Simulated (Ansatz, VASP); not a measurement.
# GeSb4Te7: VASP beside Ansatz

```xyz
12
Lattice="4.2587 0.0000 0.0000 -2.1293 3.6881 0.0000 0.0000 0.0000 23.3460" Properties=species:S:1:pos:R:3 pbc="T T T"
Ge    0.0000    0.0000   11.6730
Sb    2.1293    1.2294   21.3783
Sb    0.0000    2.4588    8.0231
Sb    0.0000    2.4588    1.9678
Sb    2.1293    1.2294   15.3229
Te    0.0000    2.4588   19.6573
Te    2.1293    1.2294    3.6887
Te    0.0000    0.0000   17.0390
Te    2.1293    1.2294   10.0120
Te    0.0000    2.4588   13.3340
Te    0.0000    0.0000    0.0000
Te    0.0000    0.0000    6.3070
```

Alike in both runs: functional PBE; dispersion D3(BJ); k mesh 10 × 10 × 2; occupations gaussian, width 0.03 eV; no spin polarisation.

Ansatz relaxed the structure, and its values are those at the end. VASP's run is a single point on that final structure, the one shown.

|  | VASP | Ansatz |
| --- | --- | --- |
| version | VASP 6.6.1 | Ansatz 0.2.0 |
| potentials or method | VASP PAW PBE potentials, release 64 (Ge_d, Sb, Te) | scalar-relativistic, plane waves, PAW |
| plane-wave cutoff (eV) | 520 | 420 |
| valence electrons in the cell | 76 | 186 |

VASP gave:

* gap on the k mesh at the Fermi level (eV): 0.06
* least direct gap on the mesh (eV): 0.06
* pressure (GPa): 0.0
* rms of the force components (eV/Å): 0.011

Which values does Ansatz return?

gap on the k mesh at the Fermi level (eV): 0.07; least direct gap on the mesh (eV): 0.07; pressure (GPa): 0.0; rms of the force components (eV/Å): 0.001.

VASP's potentials hold 76 valence electrons a cell and Ansatz's 186, so a difference there can come from the potentials and not from the codes. Ansatz's warnings: dispersion switch in reach, relaxed geometry near dispersion switch.

Spin-orbit coupling is off throughout.
